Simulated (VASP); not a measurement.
# InP (P-6m2) in VASP: further runs

The runs below take InP through single point, with PBE.

All numbers are computed with VASP 6.6.1; they aren't measurements. Logs are shortened: lines on timing, memory, paths and dates and some standing lists are left out, and cuts for length are marked.

## 1. The cell of the first run

The structure is hexagonal, space group P-6m2 (No. 187). The conventional cell has a = 3.520 Å, b = 3.520 Å, c = 3.435 Å, α = 90.00°, β = 90.00°, γ = 120.00°. Within 3.6 Å of In (site symmetry -6m2) lie 6 P at 2.66 Å and 8 In at 3.44 to 3.52 Å. P (site symmetry -6m2) has 6 In at 2.66 Å and 8 P at 3.44 to 3.52 Å within 3.6 Å.

The cell was built from a structure type or drawn by symmetry, and may not be a known phase.

## 2. Single point, PBE

File INCAR:

```
SYSTEM = InP
  ALGO = Normal
  EDIFF = 1E-6
  ENCUT = 520
  GGA = PE
  ISIF = 2
  ISMEAR = 0
  LASPH = .TRUE.
  LCHARG = .FALSE.
  LREAL = .FALSE.
  LWAVE = .FALSE.
  NBANDS = 16
  NELM = 60
  PREC = Accurate
  SIGMA = 0.1
```

File KPOINTS:

```
k-points
0
G
  6 6 6
  0 0 0
```

File POSCAR:

```
InP
1.0
    3.5201235900      0.0000000000      0.0000000000
   -1.7600617900      3.0485164500      0.0000000000
    0.0000000000      0.0000000000      3.4354662800
In P
1 1
Direct
    0.0000000000      0.0000000000      0.0000000000
    0.6666666700      0.3333333300      0.5000000000
```

Potentials or basis: VASP PAW PBE potentials, release 64 (In_d, P).

On the command line:

```sh
$ cat potpaw_PBE.64/In_d/POTCAR potpaw_PBE.64/P/POTCAR > POTCAR
$ mpirun -np 1 vasp_std > vasp.out
```

OUTCAR:

```text
SYSTEM = InP
   EDIFF = 1E-6
   ENCUT = 520
   GGA = PE
   ISIF = 2
   ISMEAR = 0
   LASPH = .TRUE.
   LREAL = .FALSE.
   NELM = 60
   PREC = Accurate

 ion  position               nearest neighbor table
   1  0.000  0.000  0.000-   2 2.66   2 2.66   2 2.66   2 2.66   2 2.66   2 2.66
   2  0.667  0.333  0.500-   1 2.66   1 2.66   1 2.66   1 2.66   1 2.66   1 2.66

  LATTYP: Found a hexagonal cell.
 ALAT       =     3.5201235900
 C/A-ratio  =     0.9759504722

  Lattice vectors:

 A1 = (   3.5201235900,   0.0000000000,   0.0000000000)
 A2 = (  -1.7600617900,   3.0485164500,   0.0000000000)
 A3 = (   0.0000000000,   0.0000000000,   3.4354662800)

Analysis of symmetry for initial positions (statically):
=====================================================================
 Subroutine PRICEL returns:
 Original cell was already a primitive cell.

 Routine SETGRP: Setting up the symmetry group for a
 hexagonal supercell.

 Subroutine GETGRP returns: Found 12 space group operations
 (whereof 12 operations were pure point group operations)
 out of a pool of 24 trial point group operations.

The static configuration has the point symmetry D_3h.

Analysis of symmetry for dynamics (positions and initial velocities):
=====================================================================
 Subroutine PRICEL returns:
 Original cell was already a primitive cell.

 Routine SETGRP: Setting up the symmetry group for a
 hexagonal supercell.

 Subroutine GETGRP returns: Found 12 space group operations
 (whereof 12 operations were pure point group operations)
 out of a pool of 24 trial point group operations.

The dynamic configuration has the point symmetry D_3h.

 Subroutine INISYM returns: Found 12 space group operations
 (whereof 12 operations are pure point group operations),
 and found     1 'primitive' translations

----------------------------------------------------------------------------------------

                                     Primitive cell

  volume of cell :      36.8665

  direct lattice vectors                    reciprocal lattice vectors
     3.520123590  0.000000000  0.000000000     0.284080935  0.164014204  0.000000000
    -1.760061790  3.048516450  0.000000000     0.000000000  0.328028409  0.000000000
     0.000000000  0.000000000  3.435466280     0.000000000  0.000000000  0.291081303

  length of vectors
     3.520123590  3.520123585  3.435466280     0.328028408  0.328028409  0.291081303
[... 80 lines left out ...]
   NELM   =     60;   NELMIN=  2; NELMDL= -5     # of ELM steps
   EDIFF  = 0.1E-05   stopping-criterion for ELM
   LREAL  =      F    real-space projection
   EDIFFG = 0.1E-04   stopping-criterion for IOM
   NSW    =      0    number of steps for IOM
   IBRION =     -1    ionic relax: 0-MD 1-quasi-New 2-CG
   NFREE  =      0    steps in history (QN), initial steepest desc. (CG)
   ISIF   =      2    stress and relaxation
   ISYM   =      2    0-nonsym 1-usesym 2-fastsym
   POTIM  = 0.5000    time-step for ionic-motion
   TEBEG  =    0.0;   TEEND  =   0.0 temperature during run
   PSTRESS=    0.0 pullay stress
   NELECT =      18.0000    total number of electrons
   NUPDOWN=      -1.0000    fix difference up-down
   EMIN   =  10.00;   EMAX   =-10.00  energy-range for DOS
   EFERMI =   0.00;   METHOD = LEGACY
   ISMEAR =     0;   SIGMA  =   0.10  broadening in eV -4-tet -1-fermi 0-gaus
   EFERMI_NEDOS =   21; number of points for ismear=-14 and -15
   IALGO  =     38    algorithm
   IMIX   =      4    mixing-type and parameters
     AMIX     =   0.40;   BMIX     =  1.00
     AMIX_MAG =   1.60;   BMIX_MAG =  1.00
  volume/ion in A,a.u.               =      18.43       124.39
  Fermi-wavevector in a.u.,A,eV,Ry     =   1.289105  2.436055 22.610048  1.661792
  Thomas-Fermi vector in A             =   2.421018
   LORBIT       =      0    0 simple, 1 ext, 2 COOP (PROOUT), +10 PAW based schemes
   GGA     = PE    functional components
   LHFCALC =     F    Hartree Fock is set to
   AEXX    =    0.0000 exact exchange contribution
   IVDW    =     0    specifies the selected vdW correction
   LEPSILON=     F    determine dielectric tensor
   LRPA    =     F    only Hartree local field effects (RPA)
 non-spin polarized calculation
 Gauss-broadening in eV      SIGMA  =   0.10
  energy-cutoff  :      520.00
  volume of cell :       36.87
 maximum number of plane-waves:      1021
 NGX is ok and might be reduce to    28
   NGX = 13   NGY = 13   NGZ = 13

 number of electron      17.9999995 magnetization

 Free energy of the ion-electron system (eV)
  ---------------------------------------------------
  ext. energy  EPLUGINS =         0.00000000
  ---------------------------------------------------
  free energy    TOTEN  =        -7.31007612 eV

  energy without entropy =       -7.30795270  energy(sigma->0) =       -7.30901441

 E-fermi :   8.8572     XC(G=0): -11.0825

 val. band max:        8.8470919202   @ k =   0.1667   0.1667   0.5000
 cond. band min:       9.1454279240   @ k =   0.0000   0.0000   0.0000
 fundamental gap:      0.2983360038
 Fermi energy:         8.8571748768

 k-point     1 :       0.0000    0.0000    0.0000
  band No.  band energies     occupation
      1      -5.5882      2.00000
      2      -5.4718      2.00000
      3      -5.4718      2.00000
      4      -5.2738      2.00000
      5      -5.2738      2.00000
      6      -4.3234      2.00000
[... 433 lines left out ...]
      3      -5.4455      2.00000
      4      -5.2763      2.00000
      5      -5.1721      2.00000
      6      -0.6245      2.00000
[... 8 lines left out ...]
     15      21.2962      0.00000
     16      23.4826      0.00000

 [... further k-points ...]

------------------------ aborting loop because EDIFF is reached ----------------------------------------

  FORCE on cell =-STRESS in cart. coord.  units (eV):
  Direction    XX          YY          ZZ          XY          YZ          ZX
  --------------------------------------------------------------------------------------
  -------------------------------------------------------------------------------------
  Total        3.6517901      3.6517901      3.4512299      0.0000000      0.0000000      0.0000000
  in kB      158.7026725    158.7026721    149.9865555      0.0000003      0.0000000      0.0000000
  external PRESSURE =     155.7973000 kB  Pullay stress =       0.0000000 kB

 VOLUME and BASIS-vectors are now :
 -----------------------------------------------------------------------------
  energy-cutoff  :      520.00
  volume of cell :       36.87
      direct lattice vectors                 reciprocal lattice vectors
     3.520123590  0.000000000  0.000000000     0.284080935  0.164014204  0.000000000
    -1.760061790  3.048516450  0.000000000     0.000000000  0.328028409  0.000000000
     0.000000000  0.000000000  3.435466280     0.000000000  0.000000000  0.291081303

 POSITION                                       TOTAL-FORCE (eV/Angst)
 -----------------------------------------------------------------------------------
      0.00000      0.00000      0.00000        -0.000000      0.000000      0.000000
      1.76006      1.01617      1.71773         0.000000     -0.000000      0.000000
 -----------------------------------------------------------------------------------
    total drift:                               -0.000003      0.000002     -0.000000

  FREE ENERGIE OF THE ION-ELECTRON SYSTEM (eV)
  ---------------------------------------------------
  free  energy   TOTEN  =        -7.3100761175 eV

  energy  without entropy=       -7.3079526998  energy(sigma->0) =       -7.30901441
```

Run time: 7.8 s. Hardware: 1 thread of Intel Xeon 6975P-C (Granite Rapids), shared host; peak memory 0.16 GiB.

Results:

| Quantity | Value |
| --- | --- |
| Free energy | -7.3101 eV |
| Pressure | 15.6 GPa |
| Band gap on the k mesh | zero (bands 9 and 10 overlap by 3.22 eV) |

Stress tensor (GPa, compression positive):
```
15.87  0.00  0.00
 0.00 15.87  0.00
 0.00  0.00 15.00
```

Caveat: the cell stands under pressure; spin-orbit coupling is left out, which moves the levels of the heavy elements.

## 3. Single point, PBE

This run uses another cell than the first one, of 21.91 Å³/atom.

File INCAR:

```
PREC = Accurate ; ENCUT = 520
EDIFF = 1E-7 ; ISMEAR = 0
SIGMA = 0.1 ; LREAL = F
LASPH = T ; NELM = 100
ALGO = Normal ; ISIF = 2
LWAVE = F ; LCHARG = T
GGA = PE ; LELF = T
LVHAR = T ; NBANDS = 16
```

File KPOINTS:

```
regular mesh
0
Gamma
  6 6 6
```

File POSCAR:

```
InP
1.0
    3.7925248355     -0.0000000031      0.0000000000
   -1.8962624151      3.2844228536      0.0000000000
    0.0000000000      0.0000000000      3.5173591478
In P
1 1
Direct
    0.0000000000      0.0000000000      0.0000000000
    0.6666666667      0.3333333333      0.5000000000
```

Potentials or basis: VASP PAW PBE potentials, release 64 (In_d, P).

On the command line:

```sh
$ cat potpaw_PBE.64/In_d/POTCAR potpaw_PBE.64/P/POTCAR > POTCAR
$ mpirun -np 1 vasp_std > vasp.out
```

OUTCAR:

```text
PREC = Accurate
   ENCUT = 520
   EDIFF = 1E-7
   ISMEAR = 0
   LREAL = F
   LASPH = T
   NELM = 100
   ISIF = 2
   GGA = PE

 ion  position               nearest neighbor table
   1  0.000  0.000  0.000-   2 2.81   2 2.81   2 2.81   2 2.81   2 2.81   2 2.81
   2  0.667  0.333  0.500-   1 2.81   1 2.81   1 2.81   1 2.81   1 2.81   1 2.81

  LATTYP: Found a hexagonal cell.
 ALAT       =     3.7925248355
 C/A-ratio  =     0.9274452510

  Lattice vectors:

[... 640 lines left out ...]

 [... further k-points ...]

------------------------ aborting loop because EDIFF is reached ----------------------------------------

  FORCE on cell =-STRESS in cart. coord.  units (eV):
  Direction    XX          YY          ZZ          XY          YZ          ZX
  --------------------------------------------------------------------------------------
  -------------------------------------------------------------------------------------
  Total        0.0256693      0.0256693     -0.0283968     -0.0000000     -0.0000000      0.0000000
  in kB        0.9386869      0.9386869     -1.0384256     -0.0000000     -0.0000000      0.0000000
  external PRESSURE =       0.2796494 kB  Pullay stress =       0.0000000 kB

 VOLUME and BASIS-vectors are now :
 -----------------------------------------------------------------------------
  energy-cutoff  :      520.00
  volume of cell :       43.81
      direct lattice vectors                 reciprocal lattice vectors
     3.792524836 -0.000000003  0.000000000     0.263676586  0.152233748  0.000000000
    -1.896262415  3.284422854  0.000000000     0.000000000  0.304467496  0.000000000
     0.000000000  0.000000000  3.517359148     0.000000000  0.000000000  0.284304206

 POSITION                                       TOTAL-FORCE (eV/Angst)
 -----------------------------------------------------------------------------------
      0.00000      0.00000      0.00000         0.000000     -0.000000      0.000000
      1.89626      1.09481      1.75868        -0.000000      0.000000      0.000000
 -----------------------------------------------------------------------------------
    total drift:                                0.000000     -0.000000      0.000000

  FREE ENERGIE OF THE ION-ELECTRON SYSTEM (eV)
  ---------------------------------------------------
  free  energy   TOTEN  =        -7.5970207440 eV

  energy  without entropy=       -7.5936953178  energy(sigma->0) =       -7.59535803
```

OSZICAR:

```text
N       E                     dE             d eps       ncg     rms          rms(c)
DAV:   1     0.110710908653E+03    0.11071E+03   -0.85467E+03   896   0.129E+03
DAV:   2    -0.102330835546E+01   -0.11173E+03   -0.10670E+03   976   0.315E+02
DAV:   3    -0.766809872492E+01   -0.66448E+01   -0.65627E+01  1152   0.711E+01
DAV:   4    -0.783254001140E+01   -0.16444E+00   -0.16437E+00  1136   0.115E+01
DAV:   5    -0.784022091970E+01   -0.76809E-02   -0.76808E-02  1360   0.220E+00    0.447E+00
DAV:   6    -0.760496347467E+01    0.23526E+00   -0.41579E-01  1368   0.111E+01    0.253E+00
DAV:   7    -0.759932973782E+01    0.56337E-02   -0.38152E-02  1192   0.137E+00    0.117E+00
DAV:   8    -0.759690381191E+01    0.24259E-02   -0.33012E-03  1240   0.512E-01    0.883E-02
DAV:   9    -0.759697918123E+01   -0.75369E-04   -0.23487E-04  1184   0.113E-01    0.677E-02
DAV:  10    -0.759702013840E+01   -0.40957E-04   -0.48095E-05  1168   0.708E-02    0.579E-03
DAV:  11    -0.759702045151E+01   -0.31311E-06   -0.28822E-06  1336   0.195E-02    0.463E-03
DAV:  12    -0.759702082969E+01   -0.37818E-06   -0.53166E-07  1208   0.807E-03    0.192E-03
DAV:  13    -0.759702074405E+01    0.85641E-07   -0.44729E-08   896   0.191E-03
   1 F= -.75970207E+01 E0= -.75953580E+01  d E =-.332543E-02
```

stdout:

```text
POSCAR found type information on POSCAR InP
 POSCAR found :  2 types and       2 ions
 scaLAPACK will be used
 LDA part: xc-table for (Slater+PW92), standard interpolation
 POSCAR, INCAR and KPOINTS ok, starting setup
 FFT: planning ... GRIDC
 FFT: planning ... GRID_SOFT
 FFT: planning ... GRID
 WAVECAR not read
 entering main loop
```

Run time: 8.4 s. Hardware: 1 thread of Intel Xeon 6975P-C (Granite Rapids), shared host; peak memory 0.16 GiB.

Results:

```yaml
Free_energy: -7.5970 eV
Pressure: 0.0 GPa
Band_gap_on_the_k_mesh: zero (bands 9 and 10 overlap by 2.49 eV)
```

Caveat: spin-orbit coupling is left out, which moves the levels of the heavy elements.
